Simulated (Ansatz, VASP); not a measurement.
# Cd in VASP and in Ansatz

```xyz
4
Lattice="3.1779 -0.0135 0.0000 -1.6006 2.7723 0.0000 0.0000 0.0000 10.5865" Properties=species:S:1:pos:R:3 pbc="T T T"
Cd   -0.0092    0.0160    0.0000
Cd    0.1250    1.8990    2.6466
Cd   -0.0092    0.0160    5.2932
Cd    1.4708    0.8278    7.9399
```

Alike in both runs: task single point; functional PBEsol; k mesh 14 × 14 × 4; occupations gaussian, width 0.1 eV; no spin polarisation.

|  | VASP | Ansatz |
| --- | --- | --- |
| version | VASP 6.6.1 | Ansatz 0.2.0 |
| potentials or method | VASP PAW PBE potentials, release 64 (Cd), cutoff 520 eV | scalar-relativistic, plane waves, PAW |
| valence electrons in the cell | 48 | 80 |

|  | VASP | Ansatz | Ansatz less VASP |
| --- | --- | --- | --- |
| gap on the k mesh at the Fermi level (eV) | none | none | - |
| pressure (GPa) | -4.5 | -4.7 | -0.22 |
| traceless stress, the component that is largest in VASP (GPa) | 0.57 | 0.58 | +0.018 |
| rms of the force components (eV/Å) | 0.011 | 0.010 | -0.0006 |

VASP's potentials were made for PBE, not for PBEsol. Atom by atom the forces differ by 0.001 eV/Å (rms over components). A gap of «none» marks a metal or a gap that the smearing closes. The functional is the same, so the differences come from potentials, cutoffs and numerics. VASP's potentials hold 48 valence electrons a cell and Ansatz's 80, so a difference there can come from the potentials and not from the codes. Ansatz's warnings: structure snapped to symmetry.
